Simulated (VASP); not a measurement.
# WC (Cm) in VASP: further runs

WC is run at these levels: PBE; tasks: single point.

Program: VASP 6.6.1. These are calculated values, not measurements. Logs are shortened: lines on timing, memory, paths and dates and some standing lists are left out, and cuts for length are marked.

### 1 The cell of the first run

Symmetry: Cm, No. 8, monoclinic system. Conventional cell: a = 5.025 Å, b = 2.901 Å, c = 2.830 Å, α = 90.00°, β = 92.29°, γ = 90.00°. W (site symmetry m) has 6 C at 2.15 to 2.24 Å within 2.8 Å. C (site symmetry m) has 6 W at 2.15 to 2.24 Å within 2.8 Å.

### 2 Single point, PBE (strain -0.0400 x Voigt [0, 0, 0, 1, 0, 0])

Input file INCAR:

```
SYSTEM = WC
PREC = Accurate
ENCUT = 520
EDIFF = 1E-7
ISMEAR = 0
SIGMA = 0.15
LREAL = .False.
LASPH = .True.
NELM = 60
ALGO = Normal
ISIF = 2
LWAVE = .False.
LCHARG = .False.
GGA = PE
NBANDS = 16
```

Input file KPOINTS:

```
regular mesh
0
Gamma
  18 18 16
  0 0 0
```

Input file POSCAR:

```
WC
1.0
    2.9005014360      0.0000000000      0.0000000000
   -1.4502507180      2.5119079273     -0.0502381585
    0.0000000000     -0.0565800000      2.8290000000
W C
1 1
Direct
    0.0000000000      0.0000000000      0.0000000000
    0.6666666667      0.3333333333      0.5000000000
```

Potentials or basis: VASP PAW PBE potentials, release 64 (W_sv, C).

Run with:

```sh
cat potpaw_PBE.64/W_sv/POTCAR potpaw_PBE.64/C/POTCAR > POTCAR
mpirun -np 1 vasp_std > vasp.out
```

OUTCAR:

```text
SYSTEM = WC
   PREC = Accurate
   ENCUT = 520
   EDIFF = 1E-7
   ISMEAR = 0
   LREAL = .False.
   LASPH = .True.
   NELM = 60
   ISIF = 2
   GGA = PE

 ion  position               nearest neighbor table
   1  0.000  0.000  0.000-   2 2.15   2 2.17   2 2.17   2 2.21   2 2.21   2 2.24
   2  0.667  0.333  0.500-   1 2.15   1 2.17   1 2.17   1 2.21   1 2.21   1 2.24

  LATTYP: Found a base centered monoclinic cell.
 ALAT       =     5.0248205173
 B/A-ratio  =     0.5772348338
 C/A-ratio  =     0.5631177738
 COS(beta)  =    -0.0399840064

  Lattice vectors:

 A1 = (   1.4502507180,   2.5119079273,  -0.0502381585)
 A2 = (  -1.4502507180,   2.5119079273,  -0.0502381585)
 A3 = (   0.0000000000,  -0.0565800000,   2.8290000000)

Analysis of symmetry for initial positions (statically):
=====================================================================
 Subroutine PRICEL returns:
 Original cell was already a primitive cell.

 Routine SETGRP: Setting up the symmetry group for a
 base centered monoclinic supercell.

 Subroutine GETGRP returns: Found  2 space group operations
 (whereof  2 operations were pure point group operations)
 out of a pool of  4 trial point group operations.

The static configuration has the point symmetry C_1h.

Analysis of symmetry for dynamics (positions and initial velocities):
=====================================================================
 Subroutine PRICEL returns:
 Original cell was already a primitive cell.

 Routine SETGRP: Setting up the symmetry group for a
 base centered monoclinic supercell.

 Subroutine GETGRP returns: Found  2 space group operations
 (whereof  2 operations were pure point group operations)
 out of a pool of  4 trial point group operations.

The dynamic configuration has the point symmetry C_1h.

 Subroutine INISYM returns: Found  2 space group operations
 (whereof  2 operations are pure point group operations),
 and found     1 'primitive' translations

----------------------------------------------------------------------------------------

                                     Primitive cell

  volume of cell :      20.6033

  direct lattice vectors                    reciprocal lattice vectors
     2.900501436  0.000000000  0.000000000     0.344767973  0.199131534  0.003982631
    -1.450250718  2.511907927 -0.050238158     0.000000000  0.398263069  0.007965261
     0.000000000 -0.056580000  2.829000000     0.000000000  0.007072465  0.353623245

  length of vectors
     2.900501436  2.900936479  2.829565743     0.398163515  0.398342714  0.353693963

  position of ions in fractional coordinates (direct lattice)
     0.000000000  0.000000000  0.000000000
     0.666666667  0.333333333  0.500000000

  ion indices of the primitive-cell ions
   primitive index   ion index
                 1           1
                 2           2

----------------------------------------------------------------------------------------

 KPOINTS: regular mesh

Automatic generation of k-mesh.
 Grid dimensions read from file:
 generate k-points for:   18   18   16

 Generating k-lattice:

  Cartesian coordinates                     Fractional coordinates (reciprocal lattice)
     0.019153776  0.011062863  0.000221257     0.055555556 -0.000000000  0.000000000
     0.000000000  0.022125726  0.000442515     0.000000000  0.055555556  0.000000000
     0.000000000  0.000442029  0.022101453     0.000000000 -0.000000000  0.062500000

  Length of vectors
     0.022120195  0.022130151  0.022105873

  Shift w.r.t. Gamma in fractional coordinates (k-lattice)
     0.000000000  0.000000000  0.000000000

 Subroutine IBZKPT returns following result:
 ===========================================

 Found   1379 irreducible k-points:

 Following reciprocal coordinates:
            Coordinates               Weight
  0.000000  0.000000  0.000000      1.000000
  0.055556  0.000000  0.000000      4.000000
  0.111111  0.000000  0.000000      4.000000
  0.166667  0.000000 -0.000000      4.000000
  0.222222  0.000000  0.000000      4.000000
  0.277778  0.000000  0.000000      4.000000
[... 16 lines left out ...]
 -0.333333  0.055556 -0.000000      4.000000
 -0.277778  0.055556 -0.000000      4.000000
 [... further k-points ...]
   k-points           NKPTS =   1379   k-points in BZ     NKDIM =   1379   number of bands    NBANDS=     16
   number of dos      NEDOS =    301   number of ions     NIONS =      2
   total plane-waves  NPLWV =  13824
   dimension x,y,z NGX =    24 NGY =   24 NGZ =   24
   dimension x,y,z NGXF=    48 NGYF=   48 NGZF=   48
   ions per type =               1   1
   NGX,Y,Z   is equivalent  to a cutoff of  13.76, 13.75, 14.10 a.u.
   NGXF,Y,Z  is equivalent  to a cutoff of  27.51, 27.51, 28.20 a.u.
 SYSTEM =  WC
   PREC   = accura    normal or accurate (medium, high low for compatibility)
   ISTART =      0    job   : 0-new  1-cont  2-samecut
   ICHARG =      2    charge: 1-file 2-atom 10-const
   ISPIN  =      1    spin polarized calculation?
   LNONCOLLINEAR =      F non collinear calculations
   LSORBIT =      F    spin-orbit coupling
   LASPH  =      T    aspherical Exc in radial PAW
   ENCUT  =  520.0 eV  38.22 Ry    6.18 a.u.   5.39  5.39  5.26*2*pi/ulx,y,z
   NELM   =     60;   NELMIN=  2; NELMDL= -5     # of ELM steps
   EDIFF  = 0.1E-06   stopping-criterion for ELM
   LREAL  =      F    real-space projection
   EDIFFG = 0.1E-05   stopping-criterion for IOM
   NSW    =      0    number of steps for IOM
   IBRION =     -1    ionic relax: 0-MD 1-quasi-New 2-CG
   NFREE  =      0    steps in history (QN), initial steepest desc. (CG)
   ISIF   =      2    stress and relaxation
   ISYM   =      2    0-nonsym 1-usesym 2-fastsym
   POTIM  = 0.5000    time-step for ionic-motion
   TEBEG  =    0.0;   TEEND  =   0.0 temperature during run
   PSTRESS=    0.0 pullay stress
   NELECT =      18.0000    total number of electrons
   NUPDOWN=      -1.0000    fix difference up-down
   EMIN   =  10.00;   EMAX   =-10.00  energy-range for DOS
   EFERMI =   0.00;   METHOD = LEGACY
   ISMEAR =     0;   SIGMA  =   0.15  broadening in eV -4-tet -1-fermi 0-gaus
   EFERMI_NEDOS =   21; number of points for ismear=-14 and -15
   IALGO  =     38    algorithm
   IMIX   =      4    mixing-type and parameters
     AMIX     =   0.40;   BMIX     =  1.00
     AMIX_MAG =   1.60;   BMIX_MAG =  1.00
  volume/ion in A,a.u.               =      10.30        69.52
  Fermi-wavevector in a.u.,A,eV,Ry     =   1.565022  2.957462 33.324649  2.449293
  Thomas-Fermi vector in A             =   2.667559
   LORBIT       =      0    0 simple, 1 ext, 2 COOP (PROOUT), +10 PAW based schemes
   GGA     = PE    functional components
   LHFCALC =     F    Hartree Fock is set to
   AEXX    =    0.0000 exact exchange contribution
   IVDW    =     0    specifies the selected vdW correction
   LEPSILON=     F    determine dielectric tensor
   LRPA    =     F    only Hartree local field effects (RPA)
 non-spin polarized calculation
 Gauss-broadening in eV      SIGMA  =   0.15
  energy-cutoff  :      520.00
  volume of cell :       20.60
 maximum number of plane-waves:       573
 NGX is ok and might be reduce to    24
   NGX = 11   NGY = 11   NGZ = 11

 number of electron      18.0000000 magnetization

 Free energy of the ion-electron system (eV)
  ---------------------------------------------------
  ext. energy  EPLUGINS =         0.00000000
  ---------------------------------------------------
  free energy    TOTEN  =       -22.40221306 eV

  energy without entropy =      -22.39862261  energy(sigma->0) =      -22.40041784

 E-fermi :  11.1978     XC(G=0): -13.8387

 val. band max:       11.1953511360   @ k =   0.3333   0.3333   0.0625
 cond. band min:      11.2073125214   @ k =   0.3333   0.2222   0.0000
 fundamental gap:      0.0119613854
 Fermi energy:        11.1977767778

 k-point     1 :       0.0000    0.0000    0.0000
  band No.  band energies     occupation
      1     -62.8003      2.00000
      2     -26.7805      2.00000
      3     -26.6808      2.00000
      4     -26.6797      2.00000
      5      -3.3231      2.00000
      6       6.8439      2.00000
[... 8 lines left out ...]
     15      25.6465      0.00000
     16      27.9182      0.00000

 k-point     2 :       0.0556    0.0000    0.0000
  band No.  band energies     occupation
      1     -62.7985      2.00000
      2     -26.7771      2.00000
      3     -26.7065      2.00000
      4     -26.6865      2.00000
      5      -3.2407      2.00000
      6       6.8743      2.00000
[... 8 lines left out ...]
     15      25.4537      0.00000
     16      28.0978      0.00000

 k-point     3 :       0.1111    0.0000    0.0000
  band No.  band energies     occupation
      1     -62.7933      2.00000
      2     -26.7828      2.00000
      3     -26.7671      2.00000
      4     -26.7036      2.00000
      5      -3.0000      2.00000
      6       6.8416      2.00000
[... 8 lines left out ...]
     15      25.1345      0.00000
     16      28.5666      0.00000

 k-point     4 :       0.1667    0.0000   -0.0000
  band No.  band energies     occupation
      1     -62.7853      2.00000
      2     -26.8973      2.00000
      3     -26.7529      2.00000
      4     -26.7293      2.00000
      5      -2.6201      2.00000
      6       6.4590      2.00000
[... 8 lines left out ...]
     15      24.9619      0.00000
     16      29.1793      0.00000
[... 324 lines left out ...]
 k-point    22 :      -0.3889    0.0556    0.0000
  band No.  band energies     occupation
      1     -62.7504      2.00000
      2     -27.3664      2.00000
      3     -26.8558      2.00000
      4     -26.6858      2.00000
      5      -0.6802      2.00000
      6       4.6551      2.00000
[... 8 lines left out ...]
     15      26.1287      0.00000
     16      27.8398      0.00000

 k-point    23 :      -0.3333    0.0556   -0.0000
  band No.  band energies     occupation
      1     -62.7593      2.00000
      2     -27.2491      2.00000
      3     -26.8250      2.00000
      4     -26.7027      2.00000
      5      -1.2364      2.00000
      6       5.0846      2.00000
[... 8 lines left out ...]
     15      26.0198      0.00000
     16      28.3978      0.00000

 k-point    24 :      -0.2778    0.0556   -0.0000
  band No.  band energies     occupation
      1     -62.7694      2.00000
      2     -27.1133      2.00000
      3     -26.7899      2.00000
      4     -26.7217      2.00000
      5      -1.8072      2.00000
      6       5.5941      2.00000
[... 8 lines left out ...]
     15      25.3466      0.00000
     16      29.2898      0.00000

 [... further k-points ...]
[... 5 lines left out ...]
  --------------------------------------------------------------------------------------
  -------------------------------------------------------------------------------------
  Total        1.2526891      1.3239095      1.4119465      0.0000000      1.6526667      0.0000000
  in kB       97.4132202    102.9515517    109.7975919      0.0000000    128.5167895      0.0000000
  external PRESSURE =     103.3874546 kB  Pullay stress =       0.0000000 kB

 VOLUME and BASIS-vectors are now :
 -----------------------------------------------------------------------------
  energy-cutoff  :      520.00
  volume of cell :       20.60
      direct lattice vectors                 reciprocal lattice vectors
     2.900501436  0.000000000  0.000000000     0.344767973  0.199131534  0.003982631
    -1.450250718  2.511907927 -0.050238158     0.000000000  0.398263069  0.007965261
     0.000000000 -0.056580000  2.829000000     0.000000000  0.007072465  0.353623245

 POSITION                                       TOTAL-FORCE (eV/Angst)
 -----------------------------------------------------------------------------------
      0.00000      0.00000      0.00000         0.000000      0.050100      0.001150
      1.45025      0.80901      1.39775         0.000000     -0.050100     -0.001150
 -----------------------------------------------------------------------------------
    total drift:                                0.000000      0.000019     -0.000029

  FREE ENERGIE OF THE ION-ELECTRON SYSTEM (eV)
  ---------------------------------------------------
  free  energy   TOTEN  =       -22.4022130635 eV

  energy  without entropy=      -22.3986226073  energy(sigma->0) =      -22.40041784
```

Wall time 3.4 min (1 thread of Intel Xeon Platinum 8488C (Sapphire Rapids), shared host); peak memory 0.53 GiB.

Results:

```yaml
Free_energy: -22.4022 eV
Pressure: 10.3 GPa
Largest_force: 0.050 eV/Å
Band_gap_on_the_k_mesh: zero (band 9 reaches 11.80 eV, above the bottom of band 10 at 10.60 eV)
```

Forces on the atoms (eV/Å):
```
W    0.000  0.050  0.001
C    0.000 -0.050 -0.001
```

Caveat: the cell differs from its parent crystal (strain -0.0400 x Voigt [0, 0, 0, 1, 0, 0]); spin-orbit coupling is left out, which moves the levels of the heavy elements.

### 3 Single point, PBE (strain +0.0300 x Voigt [0, 0, 0, 1, 0, 0])

Input file INCAR:

```
PREC = Accurate
ENCUT = 520
EDIFF = 1E-6
ISMEAR = 0
SIGMA = 0.15
LREAL = F
LASPH = T
NELM = 60
ALGO = Normal
ISIF = 2
LWAVE = F
LCHARG = F
GGA = PE
NBANDS = 16
```

Input file KPOINTS:

```
regular mesh
0
Gamma
  18 18 16
```

Input file POSCAR:

```
WC
1.0
    2.9005014360      0.0000000000      0.0000000000
   -1.4502507180      2.5119079273      0.0376786189
    0.0000000000      0.0424350000      2.8290000000
W C
1 1
Direct
    0.0000000000      0.0000000000      0.0000000000
    0.6666666667      0.3333333333      0.5000000000
```

Potentials or basis: VASP PAW PBE potentials, release 64 (W_sv, C).

Run with:

```sh
cat potpaw_PBE.64/W_sv/POTCAR potpaw_PBE.64/C/POTCAR > POTCAR
mpirun -np 1 vasp_std > vasp.out
```

Wall time 2.7 min (1 thread of Intel Xeon Platinum 8488C (Sapphire Rapids), shared host); peak memory 0.53 GiB.

The run converged. Its results:

| Quantity | Value |
| --- | --- |
| Free energy | -22.4169 eV |
| Pressure | 10.0 GPa |
| Largest force | 0.028 eV/Å |
| Band gap on the k mesh | zero (band 9 reaches 11.80 eV, above the bottom of band 10 at 10.59 eV) |

Forces in eV/Å, atoms in the order of the input:
```
W    0.000  0.028  0.000
C    0.000 -0.028  0.000
```

Stress tensor (GPa, compression positive):
```
 9.55  0.00  0.00
 0.00  9.86 -9.65
 0.00 -9.65 10.63
```

Levels at points of the mesh, in eV from the Fermi level:
| k point | band 6 | band 7 | band 8 | band 9 | band 10 | band 11 | band 12 | band 13 |
| --- | --- | --- | --- | --- | --- | --- | --- | --- |
| (0.00, 0.00, 0.00) | -4.35 | -3.38 | -3.38 | 0.09 | 3.19 | 3.23 | 5.69 | 5.70 |
| (0.50, 0.00, 0.00) | -7.08 | -3.72 | -3.54 | -0.48 | 2.32 | 4.55 | 4.94 | 6.90 |
| (0.00, 0.50, 0.00) | -7.07 | -3.80 | -3.46 | -0.49 | 2.36 | 4.56 | 4.92 | 6.87 |
| (0.00, 0.00, 0.50) | -8.71 | -2.06 | -2.05 | -0.60 | -0.60 | 3.70 | 4.53 | 4.54 |
| (0.50, 0.00, 0.50) | -6.51 | -4.37 | -4.21 | 0.30 | 4.46 | 5.35 | 6.69 | 9.22 |
| (0.00, 0.50, 0.50) | -6.51 | -4.37 | -4.22 | 0.30 | 4.46 | 5.34 | 6.69 | 9.26 |

Caveat: the cell differs from its parent crystal (strain +0.0300 x Voigt [0, 0, 0, 1, 0, 0]); spin-orbit coupling is left out, which moves the levels of the heavy elements.

### 4 Single point, PBE (strain -0.0200 x Voigt [0, 0, 0, 1, 0, 0])

Input file INCAR:

```
  PREC = Accurate
  ENCUT = 520
  EDIFF = 1E-6
  ISMEAR = 0
  SIGMA = 0.15
  LREAL = F
  LASPH = T
  NELM = 80
  ALGO = Normal
  ISIF = 2
  LWAVE = F
  LCHARG = T
  GGA = PE
  LELF = T
  LVHAR = T
  NBANDS = 16
```

Input file KPOINTS:

```
Automatic mesh
0
Gamma
  18 18 16
```

Input file POSCAR:

```
WC
1.0
    2.9005014360      0.0000000000      0.0000000000
   -1.4502507180      2.5119079273     -0.0251190793
    0.0000000000     -0.0282900000      2.8290000000
W C
1 1
Direct
    0.0000000000      0.0000000000      0.0000000000
    0.6666666667      0.3333333333      0.5000000000
```

Run with:

```sh
cat potpaw_PBE.64/W_sv/POTCAR potpaw_PBE.64/C/POTCAR > POTCAR
mpirun -np 1 vasp_std > vasp.out
```

Wall time 2.9 min (1 thread of Intel Xeon Platinum 8488C (Sapphire Rapids), shared host); peak memory 0.53 GiB.

It converged, with:

| Item | Value |
| --- | --- |
| Free energy | -22.4274 eV |
| Pressure | 9.8 GPa |
| Largest force | 0.012 eV/Å |
| Band gap on the k mesh | zero (band 9 reaches 11.81 eV, above the bottom of band 10 at 10.59 eV) |

Forces on the atoms (eV/Å):
```
W    0.000  0.012  0.000
C    0.000 -0.012  0.000
```

Stress tensor (GPa, compression positive):
```
 9.42  0.00  0.00
 0.00  9.56  6.44
 0.00  6.44 10.39
```

Levels at points of the mesh, in eV from the Fermi level:
| k point | band 5 | band 6 | band 7 | band 8 | band 9 | band 10 | band 11 | band 12 | band 13 | band 14 |
| --- | --- | --- | --- | --- | --- | --- | --- | --- | --- | --- |
| (0.00, 0.00, 0.00) | -14.51 | -4.35 | -3.37 | -3.37 | 0.09 | 3.23 | 3.25 | 5.68 | 5.68 | 6.43 |
| (0.50, 0.00, 0.00) | -11.14 | -7.07 | -3.69 | -3.57 | -0.48 | 2.35 | 4.56 | 4.93 | 6.90 | 9.73 |
| (0.00, 0.50, 0.00) | -11.14 | -7.07 | -3.74 | -3.51 | -0.48 | 2.37 | 4.56 | 4.92 | 6.89 | 9.73 |
| (0.00, 0.00, 0.50) | -10.44 | -8.70 | -2.05 | -2.05 | -0.60 | -0.60 | 3.70 | 4.53 | 4.54 | 10.02 |
| (0.50, 0.00, 0.50) | -11.35 | -6.51 | -4.36 | -4.21 | 0.30 | 4.46 | 5.36 | 6.69 | 9.24 | 10.25 |
| (0.00, 0.50, 0.50) | -11.36 | -6.51 | -4.36 | -4.21 | 0.30 | 4.46 | 5.35 | 6.69 | 9.26 | 10.24 |

Caveat: the cell differs from its parent crystal (strain -0.0200 x Voigt [0, 0, 0, 1, 0, 0]); spin-orbit coupling is left out, which moves the levels of the heavy elements.

### 5 Single point, PBE (strain +0.0100 x Voigt [0, 0, 0, 1, 0, 0])

Input file INCAR:

```
SYSTEM = WC
  PREC = Accurate
  ENCUT = 520
  EDIFF = 1E-6
  ISMEAR = 0
  SIGMA = 0.15
  LREAL = .FALSE.
  LASPH = .TRUE.
  NELM = 100
  ALGO = Normal
  ISIF = 2
  LWAVE = .FALSE.
  LCHARG = .FALSE.
  GGA = PE
  NBANDS = 16
```

Input file KPOINTS:

```
Automatic mesh
0
G
  18 18 16
  0 0 0
```

Input file POSCAR:

```
WC
1.0
    2.9005014360      0.0000000000      0.0000000000
   -1.4502507180      2.5119079273      0.0125595396
    0.0000000000      0.0141450000      2.8290000000
W C
1 1
Direct
    0.0000000000      0.0000000000      0.0000000000
    0.6666666667      0.3333333333      0.5000000000
```

Run with:

```sh
cat potpaw_PBE.64/W_sv/POTCAR potpaw_PBE.64/C/POTCAR > POTCAR
mpirun -np 1 vasp_std > vasp.out
```

Wall time 2.9 min (1 thread of Intel Xeon Platinum 8488C (Sapphire Rapids), shared host); peak memory 0.53 GiB.

Results (log left out):

- Free energy: -22.4338 eV
- Pressure: 9.7 GPa
- Largest force: 0.003 eV/Å
- Band gap on the k mesh: zero (band 9 reaches 11.81 eV, above the bottom of band 10 at 10.59 eV)

Forces on the atoms (eV/Å):
```
W    0.000  0.003  0.000
C    0.000 -0.003  0.000
```

Stress tensor (GPa, compression positive):
```
 9.35  0.00  0.00
 0.00  9.38 -3.22
 0.00 -3.22 10.25
```

Levels at points of the mesh, in eV from the Fermi level:
```tsv
k point	band 6	band 7	band 8	band 9	band 10	band 11	band 12	band 13
(0.00, 0.00, 0.00)	-4.35	-3.37	-3.37	0.09	3.26	3.26	5.67	5.67
(0.50, 0.00, 0.00)	-7.07	-3.66	-3.59	-0.48	2.36	4.56	4.93	6.90
(0.00, 0.50, 0.00)	-7.07	-3.68	-3.56	-0.48	2.37	4.57	4.92	6.90
(0.00, 0.00, 0.50)	-8.70	-2.04	-2.04	-0.60	-0.60	3.70	4.54	4.54
(0.50, 0.00, 0.50)	-6.50	-4.36	-4.21	0.29	4.47	5.36	6.70	9.25
(0.00, 0.50, 0.50)	-6.50	-4.36	-4.21	0.29	4.47	5.36	6.70	9.25
```

Caveat: the cell differs from its parent crystal (strain +0.0100 x Voigt [0, 0, 0, 1, 0, 0]); spin-orbit coupling is left out, which moves the levels of the heavy elements.

### 6 The runs side by side

| cell | gap on the mesh (eV) | pressure (GPa) | largest force (eV/Å) |
| --- | --- | --- | --- |
| a = 2.901, b = 2.901, c = 2.830 Å, angles 92.0, 90.0, 120.0°, 2 atoms | none | 10.3 | 0.05 |
| a = 2.901, b = 2.901, c = 2.829 Å, angles 88.5, 90.0, 120.0°, 2 atoms | none | 10.0 | 0.03 |
| a = 2.901, b = 2.901, c = 2.829 Å, angles 91.0, 90.0, 120.0°, 2 atoms | none | 9.8 | 0.01 |
| a = 2.901, b = 2.901, c = 2.829 Å, angles 89.5, 90.0, 120.0°, 2 atoms | none | 9.7 | - |

Alike in all rows: task single point; level PBE; potentials or basis VASP PAW PBE potentials, release 64 (W_sv, C); no spin polarisation; k mesh 18 × 18 × 16; cutoff (eV) 520; smearing gaussian 0.15 eV.

Caveats: spin-orbit coupling is left out, which moves the levels of the heavy elements.

Absolute energies hang on the potentials; compare differences alone.
